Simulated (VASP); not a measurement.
BeS, 2 atoms in the cell. It takes space group F-43m (No. 216, cubic). The conventional cell has a = 4.751 Å, b = 4.751 Å, c = 4.751 Å, α = 90.00°, β = 90.00°, γ = 90.00°. S (site symmetry -43m) has 4 Be at 2.06 Å within 2.7 Å. Be (site symmetry -43m) has 4 S at 2.06 Å within 2.7 Å. 

```yaml
Program: VASP 6.6.1
Task: single point
Functional: r2SCAN
Potentials_or_basis: VASP PAW PBE potentials, release 64 (S, Be)
Cutoff: 520 eV
k_mesh: 9 × 9 × 9
Occupations: fermi-dirac, width 0.05 eV
Spin: no spin polarisation
Dipole_correction: no
Further_INCAR_settings: ALGO = Normal; EDIFF = 1e-07; NBANDS = 11
```

Potentials or basis: VASP PAW PBE potentials, release 64 (S, Be).

Command:

```sh
$ cat potpaw_PBE.64/S/POTCAR potpaw_PBE.64/Be/POTCAR > POTCAR
$ cp INCAR.step1 INCAR
$ mpirun -np 1 vasp_std > vasp.out
$ cp INCAR.step2 INCAR
$ mpirun -np 1 vasp_std > vasp.out
```

Hardware: 1 thread of Intel Xeon 6975P-C, on a shared host.

Q: How long does it take, and how much memory?

A: Run time: 54 s on 1 thread of Intel Xeon 6975P-C, on a shared host, peak memory 0.16 GiB. Counts: k points 35.
